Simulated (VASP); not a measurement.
A run of VASP 6.6.1 is set up as follows.

INCAR

```
PREC = Accurate
ENCUT = 520
EDIFF = 1E-6
ISMEAR = -1
SIGMA = 0.05
LREAL = F
LASPH = T
NELM = 60
ALGO = Normal
ISIF = 2
LWAVE = F
LCHARG = F
GGA = RE
NBANDS = 14
```

KPOINTS

```
Automatic mesh
0
Gamma
  12 12 12
```

Contents of POSCAR:

```
Rh
1.0
    0.0000000000      1.9228859519      1.9228859519
    1.9228859519      0.0000000000      1.9228859519
    1.9228859519      1.9228859519      0.0000000000
Rh
1
Direct
    0.0000000000      0.0000000000      0.0000000000
```

Potentials or basis: VASP PAW PBE potentials, release 64 (Rh_pv).

Run with:

```console
$ cat potpaw_PBE.64/Rh_pv/POTCAR > POTCAR
$ mpirun -np 1 vasp_std > vasp.out
```

Question: What does it give for the pressure?

Answer: 0.3 GPa.

Caveat: the PAW data sets were made with another functional, which shifts forces and pressure a little.
